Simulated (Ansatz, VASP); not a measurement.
Ca3Zr2N: VASP beside Ansatz

```
Ca Zr N
1.0
     3.37806    0.00000    0.00000
    -1.68903    2.92548    0.00000
     0.00000    0.00000   15.18431
Ca Zr N
3 2 1
Direct
  0.00000 0.00000 0.50000
  0.33333 0.66667 0.08570
  0.66667 0.33333 0.91430
  0.33333 0.66667 0.69021
  0.66667 0.33333 0.30979
  0.00000 0.00000 0.00000
```

Change from the starting cell: species swapped into the Na3BrCl2 type (P-3m1, No. 164).

Alike in both runs: functional PBE; k mesh 6 × 6 × 2; occupations gaussian, width 0.1 eV; no spin polarisation.

Ansatz relaxed the structure, and its values are those at the end. VASP's run is a single point on that final structure, the one shown.

|  | VASP | Ansatz |
| --- | --- | --- |
| version | VASP 6.6.1 | Ansatz 0.2.0 |
| potentials or method | VASP PAW PBE potentials, release 64 (Ca_sv, Zr_sv, N), cutoff 520 eV | scalar-relativistic, plane waves, PAW |
| valence electrons in the cell | 59 | 59 |

|  | VASP | Ansatz | Ansatz less VASP |
| --- | --- | --- | --- |
| gap on the k mesh at the Fermi level (eV) | none | none | - |
| pressure (GPa) | 0.0 | -0.1 | -0.15 |
| rms of the force components (eV/Å) | 0.019 | 0.003 | -0.0160 |

A gap of «none» marks a metal or a gap that the smearing closes.
